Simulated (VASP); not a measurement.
# AlNi3 (Fm-3m) in VASP: further runs, part 2 of 2

VASP 6.6.1.

## Step 3: Single point, r2SCAN, collinear spin, ferromagnetic start

This run uses another cell than the first one, of 11.00 Å³/atom, 1.020 times its volume.

POSCAR reads:

```
AlNi3
1.0
    0.0000000000      2.8018887551      2.8018887551
    2.8018887551      0.0000000000      2.8018887551
    2.8018887551      2.8018887551      0.0000000000
Ni Al
3 1
Direct
    0.7500000000      0.7500000000      0.7500000000
    0.0000000000      0.0000000000      0.0000000000
    0.2500000000      0.2500000000      0.2500000000
    0.5000000000      0.5000000000      0.5000000000
```

INCAR.step1 reads:

```
SYSTEM = AlNi3
PREC = Accurate
ENCUT = 520
ISMEAR = -1
SIGMA = 0.05
LREAL = .False.
LASPH = .True.
NELM = 150
ISPIN = 2
MAGMOM = 1 1 1 0
LMAXMIX = 4
NBANDS = 28
GGA = PE
ALGO = Normal
EDIFF = 1E-4
LWAVE = .True.
LCHARG = .False.
```

INCAR.step2 reads:

```
SYSTEM = AlNi3
PREC = Accurate
ENCUT = 520
EDIFF = 1E-7
ISMEAR = -1
SIGMA = 0.05
LREAL = .False.
LASPH = .True.
NELM = 150
ALGO = Normal
ISIF = 2
LWAVE = .False.
LCHARG = .False.
ISPIN = 2
MAGMOM = 1 1 1 0
LORBIT = 11
LMAXMIX = 4
METAGGA = R2SCAN
LMIXTAU = .True.
NBANDS = 28
ISTART = 1
```

KPOINTS reads:

```
Automatic mesh
0
Gamma
  8 8 8
  0 0 0
```

Potentials or basis: VASP PAW PBE potentials, release 64 (Ni, Al).

Started as:

```
$ cat potpaw_PBE.64/Ni/POTCAR potpaw_PBE.64/Al/POTCAR > POTCAR
$ cp INCAR.step1 INCAR
$ mpirun -np 1 vasp_std > vasp.out
$ cp INCAR.step2 INCAR
$ mpirun -np 1 vasp_std > vasp.out
```

OUTCAR:

```text
SYSTEM = AlNi3
   PREC = Accurate
   ENCUT = 520
   EDIFF = 1E-7
   ISMEAR = -1
   LREAL = .False.
   LASPH = .True.
   NELM = 150
   ISIF = 2
   ISPIN = 2
   LORBIT = 11
   METAGGA = R2SCAN
   ISTART = 1

 ion  position               nearest neighbor table
   1  0.750  0.750  0.750-   4 2.43   2 2.43   4 2.43   2 2.43   4 2.43   4 2.43   2 2.43   2 2.43
                             3 2.80   3 2.80   3 2.80   3 2.80   3 2.80   3 2.80
   2  0.000  0.000  0.000-   1 2.43   3 2.43   1 2.43   1 2.43   3 2.43   1 2.43   3 2.43   3 2.43
                             4 2.80   4 2.80   4 2.80   4 2.80   4 2.80   4 2.80
   3  0.250  0.250  0.250-   2 2.43   4 2.43   2 2.43   2 2.43   4 2.43   2 2.43   4 2.43   4 2.43
                             1 2.80   1 2.80   1 2.80   1 2.80   1 2.80   1 2.80
   4  0.500  0.500  0.500-   3 2.43   1 2.43   3 2.43   1 2.43   3 2.43   3 2.43   1 2.43   1 2.43
                             2 2.80   2 2.80   2 2.80   2 2.80   2 2.80   2 2.80

  LATTYP: Found a face centered cubic cell.
 ALAT       =     5.6037775102

  Lattice vectors:

 A1 = (   0.0000000000,   2.8018887551,   2.8018887551)
 A2 = (   2.8018887551,   0.0000000000,   2.8018887551)
 A3 = (   2.8018887551,   2.8018887551,   0.0000000000)

Analysis of symmetry for initial positions (statically):
=====================================================================
 Subroutine PRICEL returns:
 Original cell was already a primitive cell.

 Routine SETGRP: Setting up the symmetry group for a
 face centered cubic supercell.

 Subroutine GETGRP returns: Found 48 space group operations
 (whereof 48 operations were pure point group operations)
 out of a pool of 48 trial point group operations.

The static configuration has the point symmetry O_h .

Analysis of symmetry for dynamics (positions and initial velocities):
=====================================================================
 Subroutine PRICEL returns:
 Original cell was already a primitive cell.

 Routine SETGRP: Setting up the symmetry group for a
 face centered cubic supercell.

 Subroutine GETGRP returns: Found 48 space group operations
 (whereof 48 operations were pure point group operations)
 out of a pool of 48 trial point group operations.

The dynamic configuration has the point symmetry O_h .

Analysis of structural, dynamic, and magnetic symmetry:
=====================================================================
 Subroutine PRICEL returns:
 Original cell was already a primitive cell.

 Routine SETGRP: Setting up the symmetry group for a
 face centered cubic supercell.

 Subroutine GETGRP returns: Found 48 space group operations
 (whereof 48 operations were pure point group operations)
 out of a pool of 48 trial point group operations.

The overall configuration has the point symmetry O_h .

 Subroutine INISYM returns: Found 48 space group operations
 (whereof 48 operations are pure point group operations),
 and found     1 'primitive' translations

----------------------------------------------------------------------------------------

                                     Primitive cell

  volume of cell :      43.9929

  direct lattice vectors                    reciprocal lattice vectors
     0.000000000  2.801888755  2.801888755    -0.178451053  0.178451053  0.178451053
     2.801888755  0.000000000  2.801888755     0.178451053 -0.178451053  0.178451053
     2.801888755  2.801888755  0.000000000     0.178451053  0.178451053 -0.178451053

[... 90 lines left out ...]
   NSW    =      0    number of steps for IOM
   IBRION =     -1    ionic relax: 0-MD 1-quasi-New 2-CG
   NFREE  =      0    steps in history (QN), initial steepest desc. (CG)
   ISIF   =      2    stress and relaxation
   ISYM   =      2    0-nonsym 1-usesym 2-fastsym
   POTIM  = 0.5000    time-step for ionic-motion
   TEBEG  =    0.0;   TEEND  =   0.0 temperature during run
   PSTRESS=    0.0 pullay stress
   NELECT =      33.0000    total number of electrons
   NUPDOWN=      -1.0000    fix difference up-down
   EMIN   =  10.00;   EMAX   =-10.00  energy-range for DOS
   EFERMI =   0.00;   METHOD = LEGACY
   ISMEAR =    -1;   SIGMA  =   0.05  broadening in eV -4-tet -1-fermi 0-gaus
   EFERMI_NEDOS =   21; number of points for ismear=-14 and -15
   IALGO  =     38    algorithm
   IMIX   =      4    mixing-type and parameters
     AMIX     =   0.40;   BMIX     =  1.00
     AMIX_MAG =   1.60;   BMIX_MAG =  1.00
  volume/ion in A,a.u.               =      11.00        74.22
  Fermi-wavevector in a.u.,A,eV,Ry     =   1.487483  2.810935 30.104316  2.212605
  Thomas-Fermi vector in A             =   2.600638
   LORBIT       =     11    0 simple, 1 ext, 2 COOP (PROOUT), +10 PAW based schemes
   METAGGA = R2SCAN    functional components
   LHFCALC =     F    Hartree Fock is set to
   AEXX    =    0.0000 exact exchange contribution
   IVDW    =     0    specifies the selected vdW correction
   LEPSILON=     F    determine dielectric tensor
   LRPA    =     F    only Hartree local field effects (RPA)
 spin polarized calculation
  energy-cutoff  :      520.00
  volume of cell :       43.99
 maximum number of plane-waves:      1243
 NGX is ok and might be reduce to    30
   NGX = 15   NGY = 15   NGZ = 15

 number of electron      33.0000017 magnetization       0.0002304

 number of electron      33.0000016 magnetization      -0.0000213

 Free energy of the ion-electron system (eV)
  ---------------------------------------------------
  ext. energy  EPLUGINS =         0.00000000
  ---------------------------------------------------
  free energy    TOTEN  =       -44.05648579 eV

  energy without entropy =      -44.03860358  energy(sigma->0) =      -44.04754468

 E-fermi :   9.7624     XC(G=0): -13.8793

 val. band max:        9.7488142626   @ k =   0.5000   0.5000   0.0000
 cond. band min:       9.7697685016   @ k =  -0.2500   0.5000   0.2500
 fundamental gap:      0.0209542391
 Fermi energy:         9.7623853038

 spin component 1

 k-point     1 :       0.0000    0.0000    0.0000
  band No.  band energies     occupation
      1      -0.8934      1.00000
      2       6.0196      1.00000
      3       6.0196      1.00000
      4       6.1372      1.00000
      5       6.1372      1.00000
      6       6.1372      1.00000
[... 733 lines left out ...]
     27      25.6754      0.00000
     28      28.6583      0.00000

 [... further k-points ...]

 spin component 2

 k-point     1 :       0.0000    0.0000    0.0000
  band No.  band energies     occupation
      1      -0.8934      1.00000
      2       6.0196      1.00000
      3       6.0196      1.00000
      4       6.1372      1.00000
      5       6.1372      1.00000
      6       6.1372      1.00000
[... 733 lines left out ...]
     27      25.6754      0.00000
     28      28.6583      0.00000

 [... further k-points ...]

------------------------ aborting loop because EDIFF is reached ----------------------------------------

  FORCE on cell =-STRESS in cart. coord.  units (eV):
  Direction    XX          YY          ZZ          XY          YZ          ZX
  --------------------------------------------------------------------------------------
  -------------------------------------------------------------------------------------
  Total        0.0354110      0.0354110      0.0354110      0.0000000     -0.0000000      0.0000000
  in kB        1.2896324      1.2896324      1.2896324      0.0000000     -0.0000000      0.0000000
  external PRESSURE =       1.2896324 kB  Pullay stress =       0.0000000 kB

 VOLUME and BASIS-vectors are now :
 -----------------------------------------------------------------------------
  energy-cutoff  :      520.00
  volume of cell :       43.99
      direct lattice vectors                 reciprocal lattice vectors
     0.000000000  2.801888755  2.801888755    -0.178451053  0.178451053  0.178451053
     2.801888755  0.000000000  2.801888755     0.178451053 -0.178451053  0.178451053
     2.801888755  2.801888755  0.000000000     0.178451053  0.178451053 -0.178451053

 POSITION                                       TOTAL-FORCE (eV/Angst)
 -----------------------------------------------------------------------------------
      4.20283      4.20283      4.20283         0.000000      0.000000      0.000000
      0.00000      0.00000      0.00000        -0.000000     -0.000000     -0.000000
      1.40094      1.40094      1.40094        -0.000000     -0.000000     -0.000000
      2.80189      2.80189      2.80189        -0.000000     -0.000000     -0.000000
 -----------------------------------------------------------------------------------
    total drift:                                0.000000     -0.000000      0.000000

  FREE ENERGIE OF THE ION-ELECTRON SYSTEM (eV)
  ---------------------------------------------------
  free  energy   TOTEN  =       -44.0564857892 eV

  energy  without entropy=      -44.0386035773  energy(sigma->0) =      -44.04754468

 total charge

# of ion       s       p       d       tot
------------------------------------------
    1        0.496   0.549   8.455   9.500
    2        0.498   0.520   8.421   9.440
    3        0.496   0.549   8.455   9.500
    4        0.406   0.430   0.000   0.836
--------------------------------------------------
tot          1.896   2.047  25.332  29.275

 magnetization (x)

# of ion       s       p       d       tot
------------------------------------------
    1        0.000   0.000   0.000   0.000
    2       -0.000   0.000  -0.000  -0.000
    3        0.000   0.000   0.000   0.000
    4       -0.000   0.000   0.000   0.000
--------------------------------------------------
tot          0.000   0.000  -0.000  -0.000
```

Wall time 7.2 min (1 thread of AMD EPYC 9R45 (Zen 5), shared host); peak memory 0.2 GiB.

What came out:

| Quantity | Value |
| --- | --- |
| Free energy | -44.0565 eV |
| Pressure | 0.1 GPa |
| Net moment | 0.00 μB per cell |
| Valence electrons inside the program's atomic spheres | Ni 9.50, 9.44; Al 0.84 |

Caveat: the PAW data sets were made with another functional, which shifts forces and pressure a little.
